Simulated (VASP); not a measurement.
# KI (P6_3mc) in VASP: single point with PBEsol

Aim: the single point of KI with PBEsol.

All numbers are computed with VASP 6.6.1; they aren't measurements. Logs are shortened: lines on timing, memory, paths and dates and some standing lists are left out, and cuts for length are marked.

### Step 1. The cell of the first run

The structure is hexagonal, space group P6_3mc (No. 186). The conventional cell has a = 5.914 Å, b = 5.914 Å, c = 13.794 Å, α = 90.00°, β = 90.00°, γ = 120.00°. K (site symmetry 3m) has 5 I at 3.42 to 3.46 Å within 4.5 Å. Within 4.5 Å of K (site symmetry 3m) lie 4 I at 3.42 to 3.49 Å. Within 4.5 Å of I (site symmetry 3m) lie 5 K at 3.42 to 3.46 Å. Within 4.5 Å of I (site symmetry 3m) lie 4 K at 3.42 to 3.49 Å.

### Step 2. Single point, PBEsol

File INCAR:

```
ALGO = Normal ; EDIFF = 1E-6
ENCUT = 520 ; GGA = PS
ISIF = 2 ; ISMEAR = -1
LASPH = T ; LCHARG = F
LREAL = F ; LWAVE = F
NBANDS = 42 ; NELM = 100
PREC = Accurate ; SIGMA = 0.03
```

File KPOINTS:

```
k-points
0
Gamma
  6 6 2
```

File POSCAR:

```
KI
1.0
    5.9139345287      0.0000000000      0.0000000000
   -2.9569672644      5.1216175382      0.0000000000
    0.0000000000      0.0000000000     13.7944181248
K I
4 4
Direct
    0.0000000000      0.0000000000     -0.0347062939
    0.3333333333      0.6666666667      0.2205071344
    0.0000000000      0.0000000000      0.4652937061
    0.6666666667      0.3333333333      0.7205071344
    0.0000000000      0.0000000000      0.2157968864
    0.3333333333      0.6666666667      0.4734022730
    0.0000000000      0.0000000000      0.7157968864
    0.6666666667      0.3333333333      0.9734022730
```

Potentials or basis: VASP PAW PBE potentials, release 64 (K_sv, I).

The run is started by

```console
> cat potpaw_PBE.64/K_sv/POTCAR potpaw_PBE.64/I/POTCAR > POTCAR
> mpirun -np 1 vasp_std > vasp.out
```

OUTCAR:

```text
EDIFF = 1E-6
   ENCUT = 520
   GGA = PS
   ISIF = 2
   ISMEAR = -1
   LASPH = T
   LREAL = F
   NELM = 100
   PREC = Accurate

 ion  position               nearest neighbor table
   1  0.000  0.000  0.965-   8 3.42   8 3.42   8 3.42   7 3.44   5 3.46
   2  0.333  0.667  0.221-   5 3.42   5 3.42   5 3.42   6 3.49
   3  0.000  0.000  0.465-   6 3.42   6 3.42   6 3.42   5 3.44   7 3.46
   4  0.667  0.333  0.721-   7 3.42   7 3.42   7 3.42   8 3.49
   5  0.000  0.000  0.216-   2 3.42   2 3.42   2 3.42   3 3.44   1 3.46
   6  0.333  0.667  0.473-   3 3.42   3 3.42   3 3.42   2 3.49
   7  0.000  0.000  0.716-   4 3.42   4 3.42   4 3.42   1 3.44   3 3.46
   8  0.667  0.333  0.973-   1 3.42   1 3.42   1 3.42   4 3.49

  LATTYP: Found a hexagonal cell.
 ALAT       =     5.9139345287
 C/A-ratio  =     2.3325280417

  Lattice vectors:

 A1 = (   5.9139345287,   0.0000000000,   0.0000000000)
 A2 = (  -2.9569672644,   5.1216175382,   0.0000000000)
 A3 = (   0.0000000000,   0.0000000000,  13.7944181248)

Analysis of symmetry for initial positions (statically):
=====================================================================
 Subroutine PRICEL returns:
 Original cell was already a primitive cell.

 Routine SETGRP: Setting up the symmetry group for a
 hexagonal supercell.

 Subroutine GETGRP returns: Found 12 space group operations
 (whereof  6 operations were pure point group operations)
 out of a pool of 24 trial point group operations.

The static configuration has the point symmetry C_3v.
 The point group associated with its full space group is C_6v.

Analysis of symmetry for dynamics (positions and initial velocities):
=====================================================================
 Subroutine PRICEL returns:
 Original cell was already a primitive cell.

 Routine SETGRP: Setting up the symmetry group for a
 hexagonal supercell.

 Subroutine GETGRP returns: Found 12 space group operations
 (whereof  6 operations were pure point group operations)
 out of a pool of 24 trial point group operations.

The dynamic configuration has the point symmetry C_3v.
 The point group associated with its full space group is C_6v.

 Subroutine INISYM returns: Found 12 space group operations
 (whereof  6 operations are pure point group operations),
 and found     1 'primitive' translations

----------------------------------------------------------------------------------------

                                     Primitive cell

  volume of cell :     417.8179

  direct lattice vectors                    reciprocal lattice vectors
     5.913934529  0.000000000  0.000000000     0.169092166  0.097625408  0.000000000
    -2.956967264  5.121617538  0.000000000     0.000000000  0.195250815  0.000000000
     0.000000000  0.000000000 13.794418125     0.000000000  0.000000000  0.072493090

  length of vectors
     5.913934529  5.913934529 13.794418125     0.195250815  0.195250815  0.072493090

  position of ions in fractional coordinates (direct lattice)
     0.000000000  0.000000000  0.965293706
     0.333333333  0.666666667  0.220507134
     0.000000000  0.000000000  0.465293706
     0.666666667  0.333333333  0.720507134
     0.000000000  0.000000000  0.215796886
     0.333333333  0.666666667  0.473402273
     0.000000000  0.000000000  0.715796886
     0.666666667  0.333333333  0.973402273

  ion indices of the primitive-cell ions
   primitive index   ion index
                 1           1
                 2           2
                 3           3
                 4           4
                 5           5
                 6           6
                 7           7
                 8           8

----------------------------------------------------------------------------------------

 KPOINTS: k-points

Automatic generation of k-mesh.
 Grid dimensions read from file:
 generate k-points for:    6    6    2

 Generating k-lattice:

  Cartesian coordinates                     Fractional coordinates (reciprocal lattice)
     0.028182028  0.016270901  0.000000000     0.166666667 -0.000000000  0.000000000
     0.000000000  0.032541803  0.000000000     0.000000000  0.166666667  0.000000000
     0.000000000  0.000000000  0.036246545     0.000000000  0.000000000  0.500000000

  Length of vectors
     0.032541803  0.032541803  0.036246545

  Shift w.r.t. Gamma in fractional coordinates (k-lattice)
     0.000000000  0.000000000  0.000000000

 Subroutine IBZKPT returns following result:
 ===========================================

 Found     14 irreducible k-points:

 Following reciprocal coordinates:
            Coordinates               Weight
  0.000000  0.000000  0.000000      1.000000
  0.166667  0.000000  0.000000      6.000000
  0.333333  0.000000  0.000000      6.000000
  0.500000  0.000000  0.000000      3.000000
  0.166667  0.166667  0.000000      6.000000
  0.333333  0.166667  0.000000     12.000000
  0.333333  0.333333  0.000000      2.000000
  0.000000  0.000000  0.500000      1.000000
  0.166667  0.000000  0.500000      6.000000
  0.333333  0.000000  0.500000      6.000000
  0.500000  0.000000  0.500000      3.000000
  0.166667  0.166667  0.500000      6.000000
  0.333333  0.166667  0.500000     12.000000
  0.333333  0.333333  0.500000      2.000000
   k-points           NKPTS =     14   k-points in BZ     NKDIM =     14   number of bands    NBANDS=     42
   number of dos      NEDOS =    301   number of ions     NIONS =      8
   total plane-waves  NPLWV = 248832
   dimension x,y,z NGX =    48 NGY =   48 NGZ =  108
   dimension x,y,z NGXF=    96 NGYF=   96 NGZF=  216
   ions per type =               4   4
   NGX,Y,Z   is equivalent  to a cutoff of  13.49, 13.49, 13.02 a.u.
   NGXF,Y,Z  is equivalent  to a cutoff of  26.99, 26.99, 26.03 a.u.
 SYSTEM =  unknown system
   PREC   = accura    normal or accurate (medium, high low for compatibility)
   ISTART =      0    job   : 0-new  1-cont  2-samecut
   ICHARG =      2    charge: 1-file 2-atom 10-const
   ISPIN  =      1    spin polarized calculation?
   LNONCOLLINEAR =      F non collinear calculations
   LSORBIT =      F    spin-orbit coupling
   LASPH  =      T    aspherical Exc in radial PAW
   ENCUT  =  520.0 eV  38.22 Ry    6.18 a.u.  11.00 11.00 25.65*2*pi/ulx,y,z
   NELM   =    100;   NELMIN=  2; NELMDL= -5     # of ELM steps
   EDIFF  = 0.1E-05   stopping-criterion for ELM
   LREAL  =      F    real-space projection
   EDIFFG = 0.1E-04   stopping-criterion for IOM
   NSW    =      0    number of steps for IOM
   IBRION =     -1    ionic relax: 0-MD 1-quasi-New 2-CG
   NFREE  =      0    steps in history (QN), initial steepest desc. (CG)
   ISIF   =      2    stress and relaxation
   ISYM   =      2    0-nonsym 1-usesym 2-fastsym
   POTIM  = 0.5000    time-step for ionic-motion
   TEBEG  =    0.0;   TEEND  =   0.0 temperature during run
   PSTRESS=    0.0 pullay stress
   NELECT =      64.0000    total number of electrons
   NUPDOWN=      -1.0000    fix difference up-down
   EMIN   =  10.00;   EMAX   =-10.00  energy-range for DOS
   EFERMI =   0.00;   METHOD = LEGACY
   ISMEAR =    -1;   SIGMA  =   0.03  broadening in eV -4-tet -1-fermi 0-gaus
   EFERMI_NEDOS =   21; number of points for ismear=-14 and -15
   IALGO  =     38    algorithm
   IMIX   =      4    mixing-type and parameters
     AMIX     =   0.40;   BMIX     =  1.00
     AMIX_MAG =   1.60;   BMIX_MAG =  1.00
  volume/ion in A,a.u.               =      52.23       352.45
  Fermi-wavevector in a.u.,A,eV,Ry     =   0.875936  1.655279 10.439264  0.767264
  Thomas-Fermi vector in A             =   1.995676
   LORBIT       =      0    0 simple, 1 ext, 2 COOP (PROOUT), +10 PAW based schemes
   GGA     = PS    functional components
   LHFCALC =     F    Hartree Fock is set to
   AEXX    =    0.0000 exact exchange contribution
   IVDW    =     0    specifies the selected vdW correction
   LEPSILON=     F    determine dielectric tensor
   LRPA    =     F    only Hartree local field effects (RPA)
 non-spin polarized calculation
  energy-cutoff  :      520.00
  volume of cell :      417.82
 maximum number of plane-waves:     11304
 NGX is ok and might be reduce to    48
   NGX = 21   NGY = 21   NGZ = 51

 number of electron      63.9999991 magnetization

 Free energy of the ion-electron system (eV)
  ---------------------------------------------------
  ext. energy  EPLUGINS =         0.00000000
  ---------------------------------------------------
  free energy    TOTEN  =       -22.56464224 eV

  energy without entropy =      -22.56464224  energy(sigma->0) =      -22.56464224

 E-fermi :  -0.4638     XC(G=0):  -6.4993

 val. band max:       -1.1616079252   @ k =   0.0000   0.0000   0.0000
 cond. band min:       2.4129620530   @ k =   0.0000   0.0000   0.0000
 fundamental gap:      3.5745699783
 Fermi energy:        -0.4638158797

 k-point     1 :       0.0000    0.0000    0.0000
  band No.  band energies     occupation
      1     -29.8844      2.00000
      2     -29.8844      2.00000
      3     -29.6009      2.00000
      4     -29.6009      2.00000
      5     -13.4725      2.00000
      6     -13.4700      2.00000
[... 34 lines left out ...]
     41       5.8084      0.00000
     42       5.8084      0.00000

 k-point     2 :       0.1667    0.0000    0.0000
  band No.  band energies     occupation
      1     -29.8843      2.00000
      2     -29.8843      2.00000
      3     -29.6008      2.00000
      4     -29.6008      2.00000
      5     -13.4736      2.00000
      6     -13.4701      2.00000
[... 34 lines left out ...]
     41       5.3629      0.00000
     42       5.6016      0.00000

 k-point     3 :       0.3333    0.0000    0.0000
  band No.  band energies     occupation
      1     -29.8842      2.00000
      2     -29.8842      2.00000
      3     -29.6007      2.00000
      4     -29.6007      2.00000
      5     -13.5036      2.00000
      6     -13.4899      2.00000
[... 34 lines left out ...]
     41       5.5088      0.00000
     42       5.5737      0.00000

 k-point     4 :       0.5000    0.0000    0.0000
  band No.  band energies     occupation
      1     -29.8842      2.00000
      2     -29.8842      2.00000
      3     -29.6007      2.00000
      4     -29.6007      2.00000
      5     -13.5211      2.00000
      6     -13.5046      2.00000
[... 394 lines left out ...]
     41       5.3696      0.00000
     42       5.3696      0.00000

 k-point    13 :       0.3333    0.1667    0.5000
  band No.  band energies     occupation
      1     -29.8842      2.00000
      2     -29.8842      2.00000
      3     -29.6007      2.00000
      4     -29.6007      2.00000
      5     -13.5114      2.00000
      6     -13.5114      2.00000
[... 34 lines left out ...]
     41       5.5666      0.00000
     42       5.5666      0.00000

 k-point    14 :       0.3333    0.3333    0.5000
  band No.  band energies     occupation
      1     -29.8841      2.00000
      2     -29.8841      2.00000
      3     -29.6007      2.00000
      4     -29.6007      2.00000
      5     -13.5179      2.00000
      6     -13.5179      2.00000
[... 34 lines left out ...]
     41       5.8751      0.00000
     42       5.8756      0.00000

------------------------ aborting loop because EDIFF is reached ----------------------------------------

  FORCE on cell =-STRESS in cart. coord.  units (eV):
  Direction    XX          YY          ZZ          XY          YZ          ZX
  --------------------------------------------------------------------------------------
  -------------------------------------------------------------------------------------
  Total        0.0896010      0.0896010      0.0609926     -0.0000000      0.0000000      0.0000000
  in kB        0.3435867      0.3435867      0.2338842     -0.0000000      0.0000000      0.0000000
  external PRESSURE =       0.3070192 kB  Pullay stress =       0.0000000 kB

 VOLUME and BASIS-vectors are now :
 -----------------------------------------------------------------------------
  energy-cutoff  :      520.00
  volume of cell :      417.82
      direct lattice vectors                 reciprocal lattice vectors
     5.913934529  0.000000000  0.000000000     0.169092166  0.097625408  0.000000000
    -2.956967264  5.121617538  0.000000000     0.000000000  0.195250815  0.000000000
     0.000000000  0.000000000 13.794418125     0.000000000  0.000000000  0.072493090

 POSITION                                       TOTAL-FORCE (eV/Angst)
 -----------------------------------------------------------------------------------
      0.00000      0.00000     13.31566        -0.000000      0.000000     -0.000692
     -0.00000      3.41441      3.04177         0.000000      0.000000     -0.001724
      0.00000      0.00000      6.41846         0.000000     -0.000000     -0.000692
      2.95697      1.70721      9.93898         0.000000     -0.000000     -0.001724
      0.00000      0.00000      2.97679        -0.000000      0.000000     -0.000466
     -0.00000      3.41441      6.53031        -0.000000     -0.000000      0.002882
      0.00000      0.00000      9.87400        -0.000000      0.000000     -0.000466
      2.95697      1.70721     13.42752         0.000000      0.000000      0.002882
 -----------------------------------------------------------------------------------
    total drift:                               -0.000000     -0.000000     -0.000138

  FREE ENERGIE OF THE ION-ELECTRON SYSTEM (eV)
  ---------------------------------------------------
  free  energy   TOTEN  =       -22.5646422403 eV

  energy  without entropy=      -22.5646422403  energy(sigma->0) =      -22.56464224
```

Run time: 4.6 min. Hardware: 1 thread of Intel Xeon Platinum 8375C at 2.90GHz (Ice Lake), shared host; peak memory 0.62 GiB.

Results:

```yaml
Free_energy: -22.5646 eV
Pressure: 0.0 GPa
Band_gap_on_the_k_mesh: 3.57 eV, direct
```

Forces on the atoms (eV/Å):
```
K    0.000  0.000 -0.001
K    0.000  0.000 -0.002
K    0.000  0.000 -0.001
K    0.000  0.000 -0.002
I    0.000  0.000  0.000
I    0.000  0.000  0.003
I    0.000  0.000  0.000
I    0.000  0.000  0.003
```

Caveat: the PAW data sets were made with another functional, which shifts forces and pressure a little; spin-orbit coupling is left out, which moves the levels of the heavy elements. A k mesh can miss the band edges.
